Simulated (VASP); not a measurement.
# Ti2SiN4 (P4/mmm) in VASP: single point with r2SCAN+rVV10

Aim: the single point of Ti2SiN4 with r2SCAN+rVV10.

All numbers are computed with VASP 6.6.1; they aren't measurements. Logs are shortened: lines on timing, memory, paths and dates and some standing lists are left out, and cuts for length are marked.

## (1) The cell of the first run

It takes space group P4/mmm (No. 123, tetragonal). The conventional cell has a = 5.012 Å, b = 5.012 Å, c = 2.758 Å, α = 90.00°, β = 90.00°, γ = 90.00°. Ti (site symmetry mmm) has 8 N at 2.25 Å and 2 Ti at 2.76 Å and 4 Si at 2.86 Å within 3.0 Å. Si (site symmetry 4/mmm) has 4 N at 1.74 Å within 2.3 Å. N (site symmetry m2m) has 1 Si at 1.74 Å and 4 Ti at 2.25 Å within 2.3 Å.

## (2) Single point, r2SCAN+rVV10

File POSCAR:

```
Ti2SiN4
1.0
    5.0116405360      0.0000000000      0.0000000000
    0.0000000000      5.0116405360      0.0000000000
    0.0000000000      0.0000000000      2.7576441379
Ti Si N
2 1 4
Direct
    0.5000000000      0.0000000000      0.5000000000
    0.0000000000      0.5000000000      0.5000000000
    0.0000000000      0.0000000000      0.0000000000
    0.2448009488      0.7551990512      0.0000000000
    0.2448009488      0.2448009488      0.0000000000
    0.7551990512      0.7551990512      0.0000000000
    0.7551990512      0.2448009488      0.0000000000
```

File INCAR.step1:

```
SYSTEM = Ti2SiN4
PREC = Accurate
ENCUT = 520
ISMEAR = -1
SIGMA = 0.03
LREAL = .False.
LASPH = .True.
NELM = 60
NBANDS = 33
GGA = PE
ALGO = Normal
EDIFF = 1E-4
LWAVE = .True.
LCHARG = .False.
```

File INCAR.step2:

```
SYSTEM = Ti2SiN4
PREC = Accurate
ENCUT = 520
EDIFF = 1E-7
ISMEAR = -1
SIGMA = 0.03
LREAL = .False.
LASPH = .True.
NELM = 60
ALGO = Normal
ISIF = 2
LWAVE = .False.
LCHARG = .False.
METAGGA = R2SCAN
LMIXTAU = .True.
LUSE_VDW = .True.
IVDW_NL = 2
BPARAM = 11.95
CPARAM = 0.0093
NBANDS = 33
ISTART = 1
```

File KPOINTS:

```
Automatic mesh
0
Gamma
  6 6 10
  0 0 0
```

Potentials or basis: VASP PAW PBE potentials, release 64 (Ti_sv, Si, N).

Launch:

```sh
$ cat potpaw_PBE.64/Ti_sv/POTCAR potpaw_PBE.64/Si/POTCAR potpaw_PBE.64/N/POTCAR > POTCAR
$ cp INCAR.step1 INCAR
$ mpirun -np 1 vasp_std > vasp.out
$ cp INCAR.step2 INCAR
$ mpirun -np 1 vasp_std > vasp.out
```

OUTCAR:

```text
SYSTEM = Ti2SiN4
   PREC = Accurate
   ENCUT = 520
   EDIFF = 1E-7
   ISMEAR = -1
   LREAL = .False.
   LASPH = .True.
   NELM = 60
   ISIF = 2
   METAGGA = R2SCAN
   IVDW_NL = 2
   BPARAM = 11.95
   ISTART = 1

 ion  position               nearest neighbor table
   1  0.500  0.000  0.500-   4 2.25   5 2.25   6 2.25   7 2.25   4 2.25   5 2.25   6 2.25   7 2.25
                             3 2.86   3 2.86   3 2.86   3 2.86
   2  0.000  0.500  0.500-   4 2.25   5 2.25   6 2.25   7 2.25   4 2.25   5 2.25   6 2.25   7 2.25
                             3 2.86   3 2.86   3 2.86   3 2.86
   3  0.000  0.000  0.000-   4 1.74   5 1.74   6 1.74   7 1.74   1 2.86   2 2.86   1 2.86   2 2.86
                             2 2.86   2 2.86   1 2.86   1 2.86
   4  0.245  0.755  0.000-   3 1.74   2 2.25   1 2.25   1 2.25   2 2.25
   5  0.245  0.245  0.000-   3 1.74   2 2.25   1 2.25   1 2.25   2 2.25
   6  0.755  0.755  0.000-   3 1.74   2 2.25   1 2.25   1 2.25   2 2.25
   7  0.755  0.245  0.000-   3 1.74   2 2.25   1 2.25   1 2.25   2 2.25

  LATTYP: Found a simple tetragonal cell.
 ALAT       =     5.0116405360
 C/A-ratio  =     0.5502477917

  Lattice vectors:

 A1 = (   5.0116405360,   0.0000000000,   0.0000000000)
 A2 = (   0.0000000000,   5.0116405360,   0.0000000000)
 A3 = (   0.0000000000,   0.0000000000,   2.7576441379)

Analysis of symmetry for initial positions (statically):
=====================================================================
 Subroutine PRICEL returns:
 Original cell was already a primitive cell.

 Routine SETGRP: Setting up the symmetry group for a
 simple tetragonal supercell.

 Subroutine GETGRP returns: Found 16 space group operations
 (whereof 16 operations were pure point group operations)
 out of a pool of 16 trial point group operations.

The static configuration has the point symmetry D_4h.

Analysis of symmetry for dynamics (positions and initial velocities):
=====================================================================
 Subroutine PRICEL returns:
 Original cell was already a primitive cell.

 Routine SETGRP: Setting up the symmetry group for a
 simple tetragonal supercell.

 Subroutine GETGRP returns: Found 16 space group operations
 (whereof 16 operations were pure point group operations)
 out of a pool of 16 trial point group operations.

The dynamic configuration has the point symmetry D_4h.

 Subroutine INISYM returns: Found 16 space group operations
[... 111 lines left out ...]
   IBRION =     -1    ionic relax: 0-MD 1-quasi-New 2-CG
   NFREE  =      0    steps in history (QN), initial steepest desc. (CG)
   ISIF   =      2    stress and relaxation
   ISYM   =      2    0-nonsym 1-usesym 2-fastsym
   POTIM  = 0.5000    time-step for ionic-motion
   TEBEG  =    0.0;   TEEND  =   0.0 temperature during run
   PSTRESS=    0.0 pullay stress
   NELECT =      48.0000    total number of electrons
   NUPDOWN=      -1.0000    fix difference up-down
   EMIN   =  10.00;   EMAX   =-10.00  energy-range for DOS
   EFERMI =   0.00;   METHOD = LEGACY
   ISMEAR =    -1;   SIGMA  =   0.03  broadening in eV -4-tet -1-fermi 0-gaus
   EFERMI_NEDOS =   21; number of points for ismear=-14 and -15
   IALGO  =     38    algorithm
   IMIX   =      4    mixing-type and parameters
     AMIX     =   0.40;   BMIX     =  1.00
     AMIX_MAG =   1.60;   BMIX_MAG =  1.00
  volume/ion in A,a.u.               =       9.89        66.77
  Fermi-wavevector in a.u.,A,eV,Ry     =   1.448736  2.737714 28.556394  2.098836
  Thomas-Fermi vector in A             =   2.566543
   LORBIT       =      0    0 simple, 1 ext, 2 COOP (PROOUT), +10 PAW based schemes
   METAGGA = R2SCAN    functional components
   LHFCALC =     F    Hartree Fock is set to
   AEXX    =    0.0000 exact exchange contribution
   IVDW_NL    =     2    kernel type
   BPARAM     =11.9500
   IVDW    =     0    specifies the selected vdW correction
   LEPSILON=     F    determine dielectric tensor
   LRPA    =     F    only Hartree local field effects (RPA)
 non-spin polarized calculation
  energy-cutoff  :      520.00
  volume of cell :       69.26
 maximum number of plane-waves:      1886
 NGX is ok and might be reduce to    40
   NGX = 19   NGY = 19   NGZ = 11

 number of electron      47.9999994 magnetization

 Free energy of the ion-electron system (eV)
  ---------------------------------------------------
  ext. energy  EPLUGINS =         0.00000000
  ---------------------------------------------------
  free energy    TOTEN  =       -73.72345730 eV

  energy without entropy =      -73.71582587  energy(sigma->0) =      -73.71964159

 E-fermi :   8.2986     XC(G=0): -12.8593

 val. band max:        8.2958269651   @ k =   0.5000   0.0000   0.5000
 cond. band min:       8.3050753865   @ k =   0.1667   0.1667   0.5000
 fundamental gap:      0.0092484214
 Fermi energy:         8.2986332344

 k-point     1 :       0.0000    0.0000    0.0000
  band No.  band energies     occupation
      1     -51.8804      2.00000
      2     -51.8721      2.00000
      3     -27.1473      2.00000
      4     -27.1473      2.00000
      5     -26.9697      2.00000
      6     -26.9697      2.00000
[... 853 lines left out ...]
     32      11.3269      0.00000
     33      11.6747      0.00000

 [... further k-points ...]

------------------------ aborting loop because EDIFF is reached ----------------------------------------

  FORCE on cell =-STRESS in cart. coord.  units (eV):
  Direction    XX          YY          ZZ          XY          YZ          ZX
  --------------------------------------------------------------------------------------
  -------------------------------------------------------------------------------------
  Total        0.4680771      0.4680771      0.3034090      0.0000000     -0.0000000      0.0000000
  in kB       10.8275430     10.8275430      7.0184454      0.0000000     -0.0000000      0.0000000
  external PRESSURE =       9.5578438 kB  Pullay stress =       0.0000000 kB

 VOLUME and BASIS-vectors are now :
 -----------------------------------------------------------------------------
  energy-cutoff  :      520.00
  volume of cell :       69.26
      direct lattice vectors                 reciprocal lattice vectors
     5.011640536  0.000000000  0.000000000     0.199535460  0.000000000  0.000000000
     0.000000000  5.011640536  0.000000000     0.000000000  0.199535460  0.000000000
     0.000000000  0.000000000  2.757644138     0.000000000  0.000000000  0.362628370

 POSITION                                       TOTAL-FORCE (eV/Angst)
 -----------------------------------------------------------------------------------
      2.50582      0.00000      1.37882         0.000000      0.000000     -0.000000
      0.00000      2.50582      1.37882         0.000000      0.000000     -0.000000
      0.00000      0.00000      0.00000         0.000000      0.000000     -0.000000
      1.22685      3.78479      0.00000         0.006537     -0.006537     -0.000000
      1.22685      1.22685      0.00000         0.006537      0.006537     -0.000000
      3.78479      3.78479      0.00000        -0.006537     -0.006537     -0.000000
      3.78479      1.22685      0.00000        -0.006537      0.006537      0.000000
 -----------------------------------------------------------------------------------
    total drift:                               -0.000000      0.000000     -0.000000

  FREE ENERGIE OF THE ION-ELECTRON SYSTEM (eV)
  ---------------------------------------------------
  free  energy   TOTEN  =       -73.7234573044 eV

  energy  without entropy=      -73.7158258692  energy(sigma->0) =      -73.71964159
```

OSZICAR.step1:

```text
N       E                     dE             d eps       ncg     rms          rms(c)
DAV:   1     0.588701300404E+03    0.58870E+03   -0.23451E+04  3960   0.166E+03
DAV:   2     0.166725641888E+02   -0.57203E+03   -0.53487E+03  4209   0.499E+02
DAV:   3    -0.715782394345E+02   -0.88251E+02   -0.83715E+02  6374   0.172E+02
DAV:   4    -0.771817908569E+02   -0.56036E+01   -0.55798E+01  5359   0.417E+01
DAV:   5    -0.774670921508E+02   -0.28530E+00   -0.28524E+00  5840   0.780E+00    0.288E+01
DAV:   6    -0.611009950567E+02    0.16366E+02   -0.11182E+02  5067   0.767E+01    0.219E+01
DAV:   7    -0.588493012229E+02    0.22517E+01   -0.51674E+01  5163   0.552E+01    0.114E+01
DAV:   8    -0.572885387791E+02    0.15608E+01   -0.28428E+00  4727   0.136E+01    0.667E+00
DAV:   9    -0.571753015609E+02    0.11324E+00   -0.49744E+00  5497   0.156E+01    0.610E+00
DAV:  10    -0.567872330876E+02    0.38807E+00   -0.11136E+00  5266   0.809E+00    0.109E+00
DAV:  11    -0.567901281942E+02   -0.28951E-02   -0.56422E-02  5004   0.155E+00    0.475E-01
DAV:  12    -0.567911502321E+02   -0.10220E-02   -0.17473E-02  5555   0.104E+00    0.362E-01
DAV:  13    -0.567896141701E+02    0.15361E-02   -0.34240E-03  5191   0.423E-01    0.115E-01
DAV:  14    -0.567895613630E+02    0.52807E-04   -0.14254E-04  3328   0.869E-02
   1 F= -.56789561E+02 E0= -.56784583E+02  d E =-.995713E-02
```

Run time: 11 min. Hardware: 1 thread of AMD EPYC 7R13 (Zen 3), shared host; peak memory 0.4 GiB.

What came out:

```
Free energy            : -73.7235 eV
Pressure               : 1.0 GPa
Largest force          : 0.009 eV/Å
Band gap on the k mesh : zero (bands 24 and 25 overlap by 1.00 eV)
```

Forces in eV/Å, atoms in the order of the input:
```
Ti   0.000  0.000  0.000
Ti   0.000  0.000  0.000
Si   0.000  0.000  0.000
N    0.007 -0.007  0.000
N    0.007  0.007  0.000
N   -0.007 -0.007  0.000
N   -0.007  0.007  0.000
```

Levels at points of the mesh, in eV from the Fermi level:
```csv
k point,band 22,band 23,band 24,band 25,band 26,band 27
"(0.00, 0.00, 0.00)",-0.16,-0.16,-0.10,0.42,0.62,1.36
"(0.50, 0.00, 0.00)",-0.96,-0.83,-0.46,-0.37,0.23,1.68
"(0.50, 0.50, 0.00)",-1.80,-0.44,-0.44,0.25,0.25,1.57
"(0.00, 0.00, 0.50)",-1.12,-1.12,0.55,1.19,1.45,1.53
"(0.50, 0.00, 0.50)",-2.96,-0.81,0.00,0.23,0.64,2.66
"(0.50, 0.50, 0.50)",-2.72,-1.97,-1.97,0.75,0.75,2.04
```

Caveat: the PAW data sets were made with another functional, which shifts forces and pressure a little.
